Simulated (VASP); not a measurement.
Pt:

```
Pt
1.0
     4.94280    0.00000    0.00000
     0.00000    4.94280    0.00000
     0.00000    0.00000    4.94280
Pt
8
Direct
  0.00000 0.00000 0.00000
  0.50000 0.50000 0.50000
  0.25000 0.00000 0.50000
  0.75000 0.00000 0.50000
  0.50000 0.25000 0.00000
  0.50000 0.75000 0.00000
  0.00000 0.50000 0.25000
  0.00000 0.50000 0.75000
```

* Program: VASP 6.6.1
* Task: relaxation of cell and atoms
* Functional: RPBE
* Potentials or basis: VASP PAW PBE potentials, release 64 (Pt)
* Cutoff: 600 eV
* k mesh: 5 × 5 × 5
* Occupations: fermi-dirac, width 0.1 eV
* Spin: no spin polarisation

At the start: pressure 24.0 GPa; volume 15.09 Å³/atom.

**Question.** How do energy, volume and symmetry change on relaxing?

**Answer.** Over 17 steps the energy falls by 96.5 meV/atom and the volume is 16.51 Å³/atom (+9.4 %); space group Pm-3n (No. 223, to 0.1 Å) before and after.

The path:
```csv
step,energy change (eV),largest force (eV/Å),pressure (GPa),volume (Å³)
1,0.0000,0.0000,23.95,120.76
2,2.4138,0.0000,-24.44,164.65
3,-0.7668,0.0000,-1.58,133.17
4,-0.7719,0.0000,-0.26,132.31
5,-0.7720,0.0000,0.12,132.07
6,-0.7720,0.0000,0.12,132.07
7,-0.7720,0.0000,0.11,132.07
8,-0.7720,0.0000,0.11,132.07
9,-0.7720,0.0000,0.11,132.07
10,-0.7720,0.0000,0.11,132.07
11,-0.7720,0.0000,0.11,132.07
12,-0.7720,0.0000,0.11,132.07
13,-0.7720,0.0000,0.11,132.07
14,-0.7720,0.0000,0.11,132.08
15,-0.7720,0.0000,0.11,132.08
16,-0.7720,0.0000,0.10,132.08
17,-0.7720,0.0000,0.09,132.09
```

Final structure:
```
CELL_PARAMETERS angstrom
5.09279 0.00000 0.00000
0.00000 5.09279 0.00000
0.00000 0.00000 5.09279
ATOMIC_POSITIONS crystal
Pt 0.00000 0.00000 0.00000
Pt 0.50000 0.50000 0.50000
Pt 0.25000 0.00000 0.50000
Pt 0.75000 0.00000 0.50000
Pt 0.50000 0.25000 0.00000
Pt 0.50000 0.75000 0.00000
Pt 0.00000 0.50000 0.25000
Pt 0.00000 0.50000 0.75000
```

Caveat: the PAW data sets were made with another functional, which shifts forces and pressure a little.
